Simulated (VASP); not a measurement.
# TaF (F-43m) in VASP: a series of runs

Runs on TaF. Level: PBE. Tasks: single point.

Program: VASP 6.6.1. These are calculated values, not measurements. Logs are shortened: lines on timing, memory, paths and dates and some standing lists are left out, and cuts for length are marked.

## Step 1: The cell of the first run

The structure is cubic, space group F-43m (No. 216). The conventional cell has a = 4.927 Å, b = 4.927 Å, c = 4.927 Å, α = 90.00°, β = 90.00°, γ = 90.00°. Within 2.8 Å of Ta (site symmetry -43m) lie 4 F at 2.13 Å. F (site symmetry -43m) has 4 Ta at 2.13 Å within 2.8 Å.

The cell was generated, and may not be a known phase.

## Step 2: Single point, PBE

Contents of INCAR:

```
SYSTEM = TaF
PREC = Accurate
ENCUT = 600
EDIFF = 1E-6
ISMEAR = 0
SIGMA = 0.2
LREAL = .False.
LASPH = .True.
NELM = 120
ALGO = Normal
ISIF = 2
LWAVE = .False.
LCHARG = .False.
GGA = PE
NBANDS = 16
GGA_COMPAT = .False.
```

Contents of KPOINTS:

```
regular mesh
0
Gamma
  7 7 7
  0 0 0
```

Contents of POSCAR:

```
TaF
1.0
    0.0000000000      2.4632824862      2.4632824862
    2.4632824862      0.0000000000      2.4632824862
    2.4632824862      2.4632824862      0.0000000000
Ta F
1 1
Direct
    0.0000000000      0.0000000000      0.0000000000
    0.7500000000      0.7500000000      0.7500000000
```

Potentials or basis: VASP PAW PBE potentials, release 64 (Ta_pv, F).

On the command line:

```console
$ cat potpaw_PBE.64/Ta_pv/POTCAR potpaw_PBE.64/F/POTCAR > POTCAR
$ mpirun -np 1 vasp_std > vasp.out
```

OUTCAR:

```text
SYSTEM = TaF
   PREC = Accurate
   ENCUT = 600
   EDIFF = 1E-6
   ISMEAR = 0
   LREAL = .False.
   LASPH = .True.
   NELM = 120
   ISIF = 2
   GGA = PE

 ion  position               nearest neighbor table
   1  0.000  0.000  0.000-   2 2.13   2 2.13   2 2.13   2 2.13
   2  0.750  0.750  0.750-   1 2.13   1 2.13   1 2.13   1 2.13

  LATTYP: Found a face centered cubic cell.
 ALAT       =     4.9265649724

  Lattice vectors:

 A1 = (   0.0000000000,   2.4632824862,   2.4632824862)
 A2 = (   2.4632824862,   0.0000000000,   2.4632824862)
 A3 = (   2.4632824862,   2.4632824862,   0.0000000000)

Analysis of symmetry for initial positions (statically):
=====================================================================
 Subroutine PRICEL returns:
 Original cell was already a primitive cell.

 Routine SETGRP: Setting up the symmetry group for a
 face centered cubic supercell.

 Subroutine GETGRP returns: Found 24 space group operations
 (whereof 24 operations were pure point group operations)
 out of a pool of 48 trial point group operations.

The static configuration has the point symmetry T_d .

Analysis of symmetry for dynamics (positions and initial velocities):
=====================================================================
 Subroutine PRICEL returns:
 Original cell was already a primitive cell.

 Routine SETGRP: Setting up the symmetry group for a
 face centered cubic supercell.

 Subroutine GETGRP returns: Found 24 space group operations
 (whereof 24 operations were pure point group operations)
 out of a pool of 48 trial point group operations.

The dynamic configuration has the point symmetry T_d .

 Subroutine INISYM returns: Found 24 space group operations
 (whereof 24 operations are pure point group operations),
 and found     1 'primitive' translations

----------------------------------------------------------------------------------------

                                     Primitive cell

  volume of cell :      29.8932

  direct lattice vectors                    reciprocal lattice vectors
     0.000000000  2.463282486  2.463282486    -0.202981186  0.202981186  0.202981186
     2.463282486  0.000000000  2.463282486     0.202981186 -0.202981186  0.202981186
     2.463282486  2.463282486  0.000000000     0.202981186  0.202981186 -0.202981186

  length of vectors
     3.483607500  3.483607500  3.483607500     0.351573727  0.351573727  0.351573727

  position of ions in fractional coordinates (direct lattice)
     0.000000000  0.000000000  0.000000000
     0.750000000  0.750000000  0.750000000

  ion indices of the primitive-cell ions
   primitive index   ion index
                 1           1
                 2           2

----------------------------------------------------------------------------------------

 KPOINTS: regular mesh

Automatic generation of k-mesh.
 Grid dimensions read from file:
 generate k-points for:    7    7    7

 Generating k-lattice:

  Cartesian coordinates                     Fractional coordinates (reciprocal lattice)
    -0.028997312  0.028997312  0.028997312     0.142857143  0.000000000  0.000000000
     0.028997312 -0.028997312  0.028997312     0.000000000  0.142857143  0.000000000
     0.028997312  0.028997312 -0.028997312     0.000000000  0.000000000  0.142857143

  Length of vectors
     0.050224818  0.050224818  0.050224818

  Shift w.r.t. Gamma in fractional coordinates (k-lattice)
     0.000000000  0.000000000  0.000000000

 Subroutine IBZKPT returns following result:
 ===========================================

 Found     20 irreducible k-points:

 Following reciprocal coordinates:
            Coordinates               Weight
  0.000000  0.000000  0.000000      1.000000
  0.142857  0.000000  0.000000      8.000000
  0.285714  0.000000  0.000000      8.000000
  0.428571  0.000000  0.000000      8.000000
  0.142857  0.142857  0.000000      6.000000
  0.285714  0.142857  0.000000     24.000000
[... 12 lines left out ...]
 -0.428571  0.428571  0.142857     24.000000
 -0.285714  0.428571  0.142857     24.000000
   k-points           NKPTS =     20   k-points in BZ     NKDIM =     20   number of bands    NBANDS=     16
   number of dos      NEDOS =    301   number of ions     NIONS =      2
   total plane-waves  NPLWV =  21952
   dimension x,y,z NGX =    28 NGY =   28 NGZ =   28
   dimension x,y,z NGXF=    56 NGYF=   56 NGZF=   56
   ions per type =               1   1
   NGX,Y,Z   is equivalent  to a cutoff of  13.36, 13.36, 13.36 a.u.
   NGXF,Y,Z  is equivalent  to a cutoff of  26.72, 26.72, 26.72 a.u.
 SYSTEM =  TaF
   PREC   = accura    normal or accurate (medium, high low for compatibility)
   ISTART =      0    job   : 0-new  1-cont  2-samecut
   ICHARG =      2    charge: 1-file 2-atom 10-const
   ISPIN  =      1    spin polarized calculation?
   LNONCOLLINEAR =      F non collinear calculations
   LSORBIT =      F    spin-orbit coupling
   LASPH  =      T    aspherical Exc in radial PAW
   ENCUT  =  600.0 eV  44.10 Ry    6.64 a.u.   6.96  6.96  6.96*2*pi/ulx,y,z
   NELM   =    120;   NELMIN=  2; NELMDL= -5     # of ELM steps
   EDIFF  = 0.1E-05   stopping-criterion for ELM
   LREAL  =      F    real-space projection
   EDIFFG = 0.1E-04   stopping-criterion for IOM
   NSW    =      0    number of steps for IOM
   IBRION =     -1    ionic relax: 0-MD 1-quasi-New 2-CG
   NFREE  =      0    steps in history (QN), initial steepest desc. (CG)
   ISIF   =      2    stress and relaxation
   ISYM   =      2    0-nonsym 1-usesym 2-fastsym
   POTIM  = 0.5000    time-step for ionic-motion
   TEBEG  =    0.0;   TEEND  =   0.0 temperature during run
   PSTRESS=    0.0 pullay stress
   NELECT =      18.0000    total number of electrons
   NUPDOWN=      -1.0000    fix difference up-down
   EMIN   =  10.00;   EMAX   =-10.00  energy-range for DOS
   EFERMI =   0.00;   METHOD = LEGACY
   ISMEAR =     0;   SIGMA  =   0.20  broadening in eV -4-tet -1-fermi 0-gaus
   EFERMI_NEDOS =   21; number of points for ismear=-14 and -15
   IALGO  =     38    algorithm
   IMIX   =      4    mixing-type and parameters
     AMIX     =   0.40;   BMIX     =  1.00
     AMIX_MAG =   1.60;   BMIX_MAG =  1.00
  volume/ion in A,a.u.               =      14.95       100.86
  Fermi-wavevector in a.u.,A,eV,Ry     =   1.382425  2.612404 26.002063  1.911098
  Thomas-Fermi vector in A             =   2.507117
   LORBIT       =      0    0 simple, 1 ext, 2 COOP (PROOUT), +10 PAW based schemes
   GGA     = PE    functional components
   LHFCALC =     F    Hartree Fock is set to
   AEXX    =    0.0000 exact exchange contribution
   IVDW    =     0    specifies the selected vdW correction
   LEPSILON=     F    determine dielectric tensor
   LRPA    =     F    only Hartree local field effects (RPA)
 non-spin polarized calculation
 Gauss-broadening in eV      SIGMA  =   0.20
  energy-cutoff  :      600.00
  volume of cell :       29.89
 maximum number of plane-waves:      1006
   NGX = 13   NGY = 13   NGZ = 13

 number of electron      18.0000009 magnetization

 Free energy of the ion-electron system (eV)
  ---------------------------------------------------
  ext. energy  EPLUGINS =         0.00000000
  ---------------------------------------------------
  free energy    TOTEN  =       -14.06461083 eV

  energy without entropy =      -14.03635366  energy(sigma->0) =      -14.05048225

 E-fermi :   5.6282     XC(G=0): -11.4579

 val. band max:        5.5705325391   @ k =  -0.2857   0.2857   0.0000
 cond. band min:       5.6676749896   @ k =   0.2857   0.0000   0.0000
 fundamental gap:      0.0971424504
 Fermi energy:         5.6281548901

 k-point     1 :       0.0000    0.0000    0.0000
  band No.  band energies     occupation
      1     -30.3769      2.00000
      2     -30.3769      2.00000
      3     -30.3769      2.00000
      4     -22.7043      2.00000
      5      -4.7155      2.00000
      6      -4.7155      2.00000
[... 8 lines left out ...]
     15      17.7492      0.00000
     16      17.7492      0.00000

 k-point     2 :       0.1429    0.0000    0.0000
  band No.  band energies     occupation
      1     -30.4527      2.00000
      2     -30.3843      2.00000
      3     -30.3843      2.00000
      4     -22.6215      2.00000
      5      -4.8039      2.00000
      6      -4.6529      2.00000
[... 8 lines left out ...]
     15      17.8897      0.00000
     16      18.2100      0.00000

 k-point     3 :       0.2857    0.0000    0.0000
  band No.  band energies     occupation
      1     -30.6161      2.00000
      2     -30.4007      2.00000
      3     -30.4007      2.00000
      4     -22.4471      2.00000
      5      -4.8301      2.00000
      6      -4.5208      2.00000
[... 8 lines left out ...]
     15      17.8888      0.00000
     16      19.0794      0.00000

 k-point     4 :       0.4286    0.0000    0.0000
  band No.  band energies     occupation
      1     -30.7409      2.00000
      2     -30.4139      2.00000
      3     -30.4139      2.00000
      4     -22.3187      2.00000
      5      -4.7077      2.00000
      6      -4.4246      2.00000
[... 8 lines left out ...]
     15      17.8830      0.00000
     16      18.4594      0.00000
[... 248 lines left out ...]
 k-point    18 :      -0.4286    0.2857    0.1429
  band No.  band energies     occupation
      1     -30.7258      2.00000
      2     -30.5018      2.00000
      3     -30.4407      2.00000
      4     -22.2288      2.00000
      5      -4.7046      2.00000
      6      -4.4465      2.00000
[... 8 lines left out ...]
     15      15.5970      0.00000
     16      17.2009      0.00000

 k-point    19 :      -0.4286    0.4286    0.1429
  band No.  band energies     occupation
      1     -30.7497      2.00000
      2     -30.5002      2.00000
      3     -30.4673      2.00000
      4     -22.1858      2.00000
      5      -4.9681      2.00000
      6      -4.2214      2.00000
[... 8 lines left out ...]
     15      14.8919      0.00000
     16      15.2920      0.00000

 k-point    20 :      -0.2857    0.4286    0.1429
  band No.  band energies     occupation
      1     -30.7371      2.00000
      2     -30.5303      2.00000
      3     -30.4636      2.00000
      4     -22.1742      2.00000
      5      -4.7011      2.00000
      6      -4.4320      2.00000
[... 8 lines left out ...]
     15      13.5949      0.00000
     16      15.7484      0.00000

------------------------ aborting loop because EDIFF is reached ----------------------------------------

  FORCE on cell =-STRESS in cart. coord.  units (eV):
  Direction    XX          YY          ZZ          XY          YZ          ZX
  --------------------------------------------------------------------------------------
  -------------------------------------------------------------------------------------
  Total        0.0636859      0.0636859      0.0636859      0.0000000     -0.0000000      0.0000000
  in kB        3.4133515      3.4133515      3.4133515      0.0000000     -0.0000000      0.0000000
  external PRESSURE =       3.4133515 kB  Pullay stress =       0.0000000 kB

 VOLUME and BASIS-vectors are now :
 -----------------------------------------------------------------------------
  energy-cutoff  :      600.00
  volume of cell :       29.89
      direct lattice vectors                 reciprocal lattice vectors
     0.000000000  2.463282486  2.463282486    -0.202981186  0.202981186  0.202981186
     2.463282486  0.000000000  2.463282486     0.202981186 -0.202981186  0.202981186
     2.463282486  2.463282486  0.000000000     0.202981186  0.202981186 -0.202981186

 POSITION                                       TOTAL-FORCE (eV/Angst)
 -----------------------------------------------------------------------------------
      0.00000      0.00000      0.00000        -0.000000     -0.000000     -0.000000
      3.69492      3.69492      3.69492         0.000000      0.000000      0.000000
 -----------------------------------------------------------------------------------
    total drift:                                0.000000      0.000000      0.000000

  FREE ENERGIE OF THE ION-ELECTRON SYSTEM (eV)
  ---------------------------------------------------
  free  energy   TOTEN  =       -14.0646108307 eV

  energy  without entropy=      -14.0363536605  energy(sigma->0) =      -14.05048225
```

It took 11 s on 1 thread of Intel Xeon Platinum 8375C at 2.90GHz (Ice Lake), shared host; peak memory 0.16 GiB.

Results:

- Free energy: -14.0646 eV
- Pressure: 0.3 GPa
- Band gap on the k mesh: zero (bands 9 and 10 overlap by 0.44 eV)

Levels at points of the mesh, in eV from the Fermi level:
| k point | band 7 | band 8 | band 9 | band 10 | band 11 | band 12 |
| --- | --- | --- | --- | --- | --- | --- |
| (0.00, 0.00, 0.00) | -10.34 | -4.38 | 0.38 | 0.38 | 2.21 | 2.21 |

Caveat: spin-orbit coupling is left out, which moves the levels of the heavy elements.

## Step 3: Single point, PBE

Contents of INCAR:

```
SYSTEM = TaF
  PREC = Accurate
  ENCUT = 600
  EDIFF = 1E-6
  ISMEAR = 0
  SIGMA = 0.2
  LREAL = .FALSE.
  LASPH = .TRUE.
  NELM = 120
  ALGO = Normal
  ISIF = 2
  LWAVE = .FALSE.
  LCHARG = .FALSE.
  GGA = PE
  NBANDS = 16
  GGA_COMPAT = .FALSE.
```

Contents of KPOINTS:

```
regular mesh
0
G
  7 7 7
  0 0 0
```

Contents of POSCAR:

```
TaF
1.0
    0.0000000000      2.4645248975      2.4645248975
    2.4645248975      0.0000000000      2.4645248975
    2.4645248975      2.4645248975      0.0000000000
Ta F
1 1
Direct
    0.2500000000      0.2500000000      0.2500000000
    0.5000000000      0.5000000000      0.5000000000
```

Potentials or basis: VASP PAW PBE potentials, release 64 (Ta_pv, F).

On the command line:

```console
$ cat potpaw_PBE.64/Ta_pv/POTCAR potpaw_PBE.64/F/POTCAR > POTCAR
$ mpirun -np 1 vasp_std > vasp.out
```

It took 11 s on 1 thread of Intel Xeon Platinum 8375C at 2.90GHz (Ice Lake), shared host; peak memory 0.16 GiB.

The run converged. Its results:

* Free energy: -14.0647 eV
* Pressure: 0.1 GPa
* Band gap on the k mesh: zero (bands 9 and 10 overlap by 0.44 eV)

Levels at points of the mesh, in eV from the Fermi level:
```csv
k point,band 5,band 6,band 7,band 8,band 9,band 10,band 11,band 12,band 13,band 14
"(0.00, 0.00, 0.00)",-10.33,-10.33,-10.33,-4.38,0.38,0.38,2.21,2.21,2.21,12.11
```

Caveat: spin-orbit coupling is left out, which moves the levels of the heavy elements.

The gap in the log of VASP goes by the Fermi energy; the results here count the filled bands.